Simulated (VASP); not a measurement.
# Mg8HO8 (a cell with a defect) in VASP: notebook

Runs on Mg8HO8 (a cell with a defect). Level: PBE. Tasks: single point.

Program: VASP 6.6.1. These are calculated values, not measurements. Logs are shortened: lines on timing, memory, paths and dates and some standing lists are left out, and cuts for length are marked.

### 1 The cell of the first run

The cell holds a defect, 17 atoms: a = 5.930 Å, b = 5.930 Å, c = 5.930 Å, α = 60.00°, β = 60.00°, γ = 60.00°.

### 2 Single point, PBE

INCAR reads:

```
ALGO     = Normal         # electronic algorithm
EDIFF    = 1E-7           # SCF threshold, eV
ENCUT    = 520            # plane-wave cutoff, eV
GGA      = PE             # functional
ISIF     = 2              # what is computed and relaxed
ISMEAR   = -1             # smearing method
LASPH    = T              # aspherical terms in the spheres
LCHARG   = T              # write CHGCAR
LELF     = T              # ELF
LREAL    = Auto         
LVHAR    = T            
LWAVE    = F              # write WAVECAR
NBANDS   = 46             # bands
NELECT   = 64.0         
NELM     = 100            # most SCF steps
PREC     = Accurate       # precision mode
SIGMA    = 0.02           # smearing width, eV
```

KPOINTS reads:

```
k-points
0
Gamma
  2 2 2
```

POSCAR reads:

```
Mg8HO8
1.0
    0.0000000000      4.1930000000      4.1930000000
    4.1930000000      0.0000000000      4.1930000000
    4.1930000000      4.1930000000      0.0000000000
Mg O H
8 8 1
Direct
   -0.0007631767      0.0090627236     -0.0035296923
    0.0380515144      0.0162055807      0.4672668734
   -0.0186739804      0.5104698307      0.0205580730
   -0.0124493203      0.5190317195      0.4938230384
    0.4717266873      0.0308728834      0.0154185547
    0.4791199618      0.0305389936      0.4821726687
    0.4708681135      0.5484974958     -0.0275816838
    0.5220605772      0.4863820653      0.4971857858
    0.2305151443      0.3158001431      0.2235750060
    0.2290841879      0.2648103983      0.7499523015
    0.2409611257      0.7557238254      0.2385284999
    0.2422132125      0.7853326974      0.7368709754
    0.7626162652      0.2319937992      0.2630217028
    0.7484974958      0.2613284045      0.7376699261
    0.7350822800      0.7736465538      0.2454805628
    0.7339375149      0.7690436442      0.7547340806
    0.7012640114     -0.0360601002      0.6761030289
```

Potentials or basis: VASP PAW PBE potentials, release 64 (Mg, O, H).

Launch:

```sh
$ cat potpaw_PBE.64/Mg/POTCAR potpaw_PBE.64/O/POTCAR potpaw_PBE.64/H/POTCAR > POTCAR
$ mpirun -np 1 vasp_std > vasp.out
```

OUTCAR:

```text
EDIFF = 1E-7
   ENCUT = 520
   GGA = PE
   ISIF = 2
   ISMEAR = -1
   LASPH = T
   LREAL = Auto
   NELECT = 64.0
   NELM = 100
   PREC = Accurate

 ion  position               nearest neighbor table
   1  0.999  0.009  0.996-  12 2.03  11 2.03  10 2.04  13 2.06  15 2.10  14 2.14   7 2.77   5 2.93
                             4 2.93   2 2.94   3 2.94   6 2.95   6 2.99   3 2.99   4 3.00   2 3.01
   2  0.038  0.016  0.467-  17 1.84  12 2.00  13 2.03  11 2.07   9 2.09  14 2.17  16 2.32   5 2.63
                             6 2.70   3 2.80   4 2.92   8 2.93   1 2.94   1 3.01   8 3.01   4 3.03
   3  0.981  0.510  0.021-   9 1.91  15 2.05  13 2.09  16 2.15  10 2.17  12 2.25   8 2.78   2 2.80
                             4 2.85   5 2.88   7 2.88   1 2.94   1 2.99   5 3.05   7 3.07   4 3.08
   4  0.988  0.519  0.494-   9 2.00  11 2.06  14 2.08  10 2.09  15 2.10  16 2.14   3 2.85   8 2.85
                             6 2.91   2 2.92   1 2.93   7 2.96   7 2.98   1 3.00   6 3.02   2 3.03
   5  0.472  0.031  0.015-  17 1.89  15 2.07   9 2.08  11 2.13  10 2.13  14 2.14  16 2.19   2 2.63
                             6 2.79   3 2.88   8 2.90   1 2.93   7 2.95   7 3.00   1 3.01   3 3.05
   6  0.479  0.031  0.482-  17 1.94  12 2.02  13 2.05  15 2.07  10 2.11   9 2.14  16 2.21   2 2.70
                             5 2.79   7 2.88   8 2.89   4 2.91   1 2.95   1 2.99   4 3.02   7 3.05
   7  0.471  0.548  0.972-  12 1.95   9 1.99  11 1.99  16 2.04  14 2.20  13 2.45   1 2.77   8 2.87
                             6 2.88   3 2.88   5 2.95   4 2.96   4 2.98   5 3.00   6 3.05   3 3.07
   8  0.522  0.486  0.497-  14 1.96  13 2.05  15 2.11  10 2.17  11 2.26  12 2.27   3 2.78   4 2.85
                             7 2.87   6 2.89   5 2.90   2 2.93   2 3.01   5 3.06   6 3.07   4 3.09
   9  0.231  0.316  0.224-   3 1.91   7 1.99   4 2.00   5 2.08   2 2.09   6 2.14
  10  0.229  0.265  0.750-   1 2.04   4 2.09   6 2.11   5 2.13   3 2.17   8 2.17
  11  0.241  0.756  0.239-   7 1.99   1 2.03   4 2.06   2 2.07   5 2.13   8 2.26
  12  0.242  0.785  0.737-   7 1.95   2 2.00   6 2.02   1 2.03   3 2.25   8 2.27
  13  0.763  0.232  0.263-   2 2.03   8 2.05   6 2.05   1 2.06   3 2.09   7 2.45
  14  0.748  0.261  0.738-   8 1.96   4 2.08   5 2.14   1 2.14   2 2.17   7 2.20
  15  0.735  0.774  0.245-   3 2.05   6 2.07   5 2.07   1 2.10   4 2.10   8 2.11
  16  0.734  0.769  0.755-  17 0.96   7 2.04   4 2.14   3 2.15   5 2.19   6 2.21   2 2.32
  17  0.701  0.964  0.676-  16 0.96   2 1.84   5 1.89   6 1.94

  LATTYP: Found a face centered cubic cell.
 ALAT       =     8.3860000000

  Lattice vectors:

 A1 = (   0.0000000000,   4.1930000000,   4.1930000000)
 A2 = (   4.1930000000,   0.0000000000,   4.1930000000)
 A3 = (   4.1930000000,   4.1930000000,   0.0000000000)

Analysis of symmetry for initial positions (statically):
=====================================================================
 Subroutine PRICEL returns:
 Original cell was already a primitive cell.

 Routine SETGRP: Setting up the symmetry group for a
 face centered cubic supercell.

 Subroutine GETGRP returns: Found  1 space group operations
 (whereof  1 operations were pure point group operations)
 out of a pool of 48 trial point group operations.

The static configuration has the point symmetry C_1 .

Analysis of symmetry for dynamics (positions and initial velocities):
=====================================================================
 Subroutine PRICEL returns:
 Original cell was already a primitive cell.

 Routine SETGRP: Setting up the symmetry group for a
 face centered cubic supercell.

 Subroutine GETGRP returns: Found  1 space group operations
 (whereof  1 operations were pure point group operations)
 out of a pool of 48 trial point group operations.

The dynamic configuration has the point symmetry C_1 .

 Subroutine INISYM returns: Found  1 space group operations
 (whereof  1 operations are pure point group operations),
 and found     1 'primitive' translations

----------------------------------------------------------------------------------------

                                     Primitive cell

  volume of cell :     147.4364

  direct lattice vectors                    reciprocal lattice vectors
     0.000000000  4.193000000  4.193000000    -0.119246363  0.119246363  0.119246363
     4.193000000  0.000000000  4.193000000     0.119246363 -0.119246363  0.119246363
     4.193000000  4.193000000  0.000000000     0.119246363  0.119246363 -0.119246363

  length of vectors
     5.929797467  5.929797467  5.929797467     0.206540759  0.206540759  0.206540759

  position of ions in fractional coordinates (direct lattice)
     0.999236823  0.009062724  0.996470308
[... 46 lines left out ...]

  Cartesian coordinates                     Fractional coordinates (reciprocal lattice)
    -0.059623181  0.059623181  0.059623181     0.500000000  0.000000000  0.000000000
     0.059623181 -0.059623181  0.059623181     0.000000000  0.500000000  0.000000000
     0.059623181  0.059623181 -0.059623181     0.000000000  0.000000000  0.500000000

  Length of vectors
     0.103270380  0.103270380  0.103270380

  Shift w.r.t. Gamma in fractional coordinates (k-lattice)
     0.000000000  0.000000000  0.000000000

 Subroutine IBZKPT returns following result:
 ===========================================

 Found      8 irreducible k-points:

 Following reciprocal coordinates:
            Coordinates               Weight
  0.000000  0.000000  0.000000      1.000000
  0.500000  0.000000  0.000000      1.000000
  0.000000  0.500000  0.000000      1.000000
  0.000000  0.000000  0.500000      1.000000
  0.500000  0.500000  0.500000      1.000000
  0.500000  0.500000  0.000000      1.000000
  0.000000  0.500000  0.500000      1.000000
  0.500000  0.000000  0.500000      1.000000
   k-points           NKPTS =      8   k-points in BZ     NKDIM =      8   number of bands    NBANDS=     46
   number of dos      NEDOS =    301   number of ions     NIONS =     17
   total plane-waves  NPLWV = 110592
   dimension x,y,z NGX =    48 NGY =   48 NGZ =   48
   dimension x,y,z NGXF=    96 NGYF=   96 NGZF=   96
   ions per type =               8   8   1
   NGX,Y,Z   is equivalent  to a cutoff of  13.46, 13.46, 13.46 a.u.
   NGXF,Y,Z  is equivalent  to a cutoff of  26.91, 26.91, 26.91 a.u.
 SYSTEM =  unknown system
   PREC   = accura    normal or accurate (medium, high low for compatibility)
   ISTART =      0    job   : 0-new  1-cont  2-samecut
   ICHARG =      2    charge: 1-file 2-atom 10-const
   ISPIN  =      1    spin polarized calculation?
   LNONCOLLINEAR =      F non collinear calculations
   LSORBIT =      F    spin-orbit coupling
   LASPH  =      T    aspherical Exc in radial PAW
   ENCUT  =  520.0 eV  38.22 Ry    6.18 a.u.  11.03 11.03 11.03*2*pi/ulx,y,z
   NELM   =    100;   NELMIN=  2; NELMDL= -5     # of ELM steps
   EDIFF  = 0.1E-06   stopping-criterion for ELM
   LREAL  =      T    real-space projection
   EDIFFG = 0.1E-05   stopping-criterion for IOM
   NSW    =      0    number of steps for IOM
   IBRION =     -1    ionic relax: 0-MD 1-quasi-New 2-CG
   NFREE  =      0    steps in history (QN), initial steepest desc. (CG)
   ISIF   =      2    stress and relaxation
   ISYM   =      2    0-nonsym 1-usesym 2-fastsym
   POTIM  = 0.5000    time-step for ionic-motion
   TEBEG  =    0.0;   TEEND  =   0.0 temperature during run
   PSTRESS=    0.0 pullay stress
   NELECT =      64.0000    total number of electrons
   NUPDOWN=      -1.0000    fix difference up-down
   EMIN   =  10.00;   EMAX   =-10.00  energy-range for DOS
   EFERMI =   0.00;   METHOD = LEGACY
   ISMEAR =    -1;   SIGMA  =   0.02  broadening in eV -4-tet -1-fermi 0-gaus
   EFERMI_NEDOS =   21; number of points for ismear=-14 and -15
   IALGO  =     38    algorithm
   IMIX   =      4    mixing-type and parameters
     AMIX     =   0.40;   BMIX     =  1.00
     AMIX_MAG =   1.60;   BMIX_MAG =  1.00
  volume/ion in A,a.u.               =       8.67        58.53
  Fermi-wavevector in a.u.,A,eV,Ry     =   1.239557  2.342424 20.905385  1.536502
  Thomas-Fermi vector in A             =   2.374036
   LORBIT       =      0    0 simple, 1 ext, 2 COOP (PROOUT), +10 PAW based schemes
   GGA     = PE    functional components
   LHFCALC =     F    Hartree Fock is set to
   AEXX    =    0.0000 exact exchange contribution
   IVDW    =     0    specifies the selected vdW correction
   LEPSILON=     F    determine dielectric tensor
   LRPA    =     F    only Hartree local field effects (RPA)
 non-spin polarized calculation
  energy-cutoff  :      520.00
  volume of cell :      147.44
 maximum number of plane-waves:      3996
 NGX is ok and might be reduce to    48
   NGX = 23   NGY = 23   NGZ = 23

 number of electron      63.9999997 magnetization

 Free energy of the ion-electron system (eV)
  ---------------------------------------------------
  ext. energy  EPLUGINS =         0.00000000
  ---------------------------------------------------
  free energy    TOTEN  =      -101.20346028 eV

  energy without entropy =     -101.20346028  energy(sigma->0) =     -101.20346028

 E-fermi :   3.9978     XC(G=0): -11.1072

 val. band max:        3.4692222698   @ k =   0.0000   0.0000   0.0000
 cond. band min:       7.7587193350   @ k =   0.0000   0.0000   0.0000
 fundamental gap:      4.2894970652
 Fermi energy:         3.9978283009

 k-point     1 :       0.0000    0.0000    0.0000
  band No.  band energies     occupation
      1     -16.7944      2.00000
      2     -13.6278      2.00000
      3     -12.6547      2.00000
      4     -12.4687      2.00000
      5     -12.4250      2.00000
      6     -12.3707      2.00000
[... 365 lines left out ...]
     43      14.9253      0.00000
     44      14.9702      0.00000
 [bands above 44 left out]

------------------------ aborting loop because EDIFF is reached ----------------------------------------

  FORCE on cell =-STRESS in cart. coord.  units (eV):
  Direction    XX          YY          ZZ          XY          YZ          ZX
  --------------------------------------------------------------------------------------
  -------------------------------------------------------------------------------------
  Total        3.8085430      5.8512006      4.3051022      1.2097756      1.9297892     -2.3085458
  in kB       41.3870875     63.5844601     46.7831501     13.1465202     20.9708419    -25.0867558
  external PRESSURE =      50.5848992 kB  Pullay stress =       0.0000000 kB

 VOLUME and BASIS-vectors are now :
 -----------------------------------------------------------------------------
  energy-cutoff  :      520.00
  volume of cell :      147.44
      direct lattice vectors                 reciprocal lattice vectors
     0.000000000  4.193000000  4.193000000    -0.119246363  0.119246363  0.119246363
     4.193000000  0.000000000  4.193000000     0.119246363 -0.119246363  0.119246363
     4.193000000  4.193000000  0.000000000     0.119246363  0.119246363 -0.119246363

 POSITION                                       TOTAL-FORCE (eV/Angst)
 -----------------------------------------------------------------------------------
      4.21620      8.36800      4.22780         0.384525     -0.728928     -0.190565
      2.02720      2.11880      0.22750         0.142450      0.269209      0.126882
      2.22660      4.20090      6.25510        -0.668544     -1.104876      0.681854
      4.24690      6.21140      6.31710        -0.075035      0.379967      0.430816
      0.19410      2.04260      2.10740         0.288128      0.147524      0.084546
      2.14980      4.03070      2.13700        -0.075347     -0.800217      0.229804
[... 9 lines left out ...]
      6.38920      6.24200      6.30200        -0.849174      0.779918     -0.666165
      6.87670      5.77530      6.98220         0.554917     -0.651198      0.795132
 -----------------------------------------------------------------------------------
    total drift:                               -0.002302      0.000015      0.002487

  FREE ENERGIE OF THE ION-ELECTRON SYSTEM (eV)
  ---------------------------------------------------
  free  energy   TOTEN  =      -101.2034602802 eV

  energy  without entropy=     -101.2034602802  energy(sigma->0) =     -101.20346028
```

Wall time 4.8 min (1 thread of Intel Xeon 8259CL, shared host); peak memory 0.33 GiB.

Results:

```yaml
Free_energy: -101.2035 eV
Largest_force: 2.674 eV/Å
```

Forces in eV/Å, atoms in the order of the input:
```
Mg   0.385 -0.729 -0.191
Mg   0.142  0.269  0.127
Mg  -0.669 -1.105  0.682
Mg  -0.075  0.380  0.431
Mg   0.288  0.148  0.085
Mg  -0.075 -0.800  0.230
Mg  -0.317  1.204 -0.719
Mg   0.806 -1.630 -0.404
O   -1.481  1.754 -1.371
O    0.071  0.581  0.882
O    1.029  0.906  1.051
O   -0.935 -0.514 -0.327
O    0.708 -0.634  0.217
O    0.343  0.243 -0.343
O    0.074 -0.203 -0.480
O   -0.849  0.780 -0.666
H    0.555 -0.651  0.795
```

Caveat: the k points lie up to 0.65 Å⁻¹ apart; the cell carries a net charge on a neutralising background, which shifts energy and pressure; the cell is charged against a uniform background, so pressure and absolute levels hang on convention.

(Part 1 of 2 ends here.)
